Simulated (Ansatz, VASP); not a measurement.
## HfO2: VASP beside Ansatz

File INCAR:

```
PREC = Accurate ; ENCUT = 520
EDIFF = 1E-6 ; ISMEAR = 0
SIGMA = 0.05 ; LREAL = False
LASPH = True ; NELM = 60
ALGO = Normal ; ISIF = 2
LWAVE = False ; LCHARG = False
GGA = PE ; NBANDS = 31
```

KPOINTS

```
Automatic mesh
0
Gamma
  6 6 8
```

File POSCAR:

```
HfO2
1.0
    0.0000000000     -2.5488057612     -2.5488057612
   -2.5488057612      0.0000000000     -2.5488057612
    2.5488057612      2.5488057612     -5.0976115224
Hf O
2 4
Direct
   -0.0080086668     -0.0080086668      0.0000001432
    0.5080086668      0.5080086668      0.4999998568
    0.1257868269      0.1257868269      0.6249999171
    0.6242131731      0.6242131731      0.1250000829
    0.3742131731      0.3742131731      0.8750000829
    0.8757868269      0.8757868269      0.3749999171
```

Input for Ansatz:

```yaml
crystal:
  lattice:
    - [0.0, -2.5488057612, -2.5488057612]
    - [-2.5488057612, 0.0, -2.5488057612]
    - [2.5488057612, 2.5488057612, -5.0976115224]
  atoms:
    - { symbol: Hf, position: [-0.0080086668, -0.0080086668, 1.432e-07] }
    - { symbol: Hf, position: [0.5080086668, 0.5080086668, 0.4999998568] }
    - { symbol: O, position: [0.1257868269, 0.1257868269, 0.6249999171] }
    - { symbol: O, position: [0.6242131731, 0.6242131731, 0.1250000829] }
    - { symbol: O, position: [0.3742131731, 0.3742131731, 0.8750000829] }
    - { symbol: O, position: [0.8757868269, 0.8757868269, 0.3749999171] }
basis:
  ecutwfc: 420
kpoints:
  mp_grid: { grid: [6, 6, 8] }
hamiltonian:
  xc: pbe
scf:
  occupations: { method: gaussian, width: 0.05 }
output:
  forces: true
  stress: true
  eigenvalues: true
```

Change from the starting cell: mode 4 (81.9 1/cm) frozen in, largest displacement +0.050 Å.

Alike in both runs: task single point; functional PBE; k mesh 6 × 6 × 8; occupations gaussian, width 0.05 eV; no spin polarisation.

|  | VASP | Ansatz |
| --- | --- | --- |
| version | VASP 6.6.1 | Ansatz 0.2.0 |
| potentials or method | VASP PAW PBE potentials, release 64 (Hf_pv, O), cutoff 520 eV | scalar-relativistic, plane waves, PAW |
| valence electrons in the cell | 44 | 76 |

VASP gave:

- gap on the k mesh at the Fermi level (eV): 3.77
- least direct gap on the mesh (eV): 3.77
- pressure (GPa): -3.4
- traceless stress, the component that is largest in VASP (GPa): 0.13
- rms of the force components (eV/Å): 0.071

Problem. Which values does Ansatz return?

Solution. gap on the k mesh at the Fermi level (eV): 3.76; least direct gap on the mesh (eV): 3.76; pressure (GPa): 0.2; traceless stress, the component that is largest in VASP (GPa): 0.13; rms of the force components (eV/Å): 0.076.

Atom by atom the forces differ by 0.008 eV/Å (rms over components). VASP's potentials hold 44 valence electrons a cell and Ansatz's 76, so a difference there can come from the potentials and not from the codes.

Neither program's run includes spin-orbit coupling.
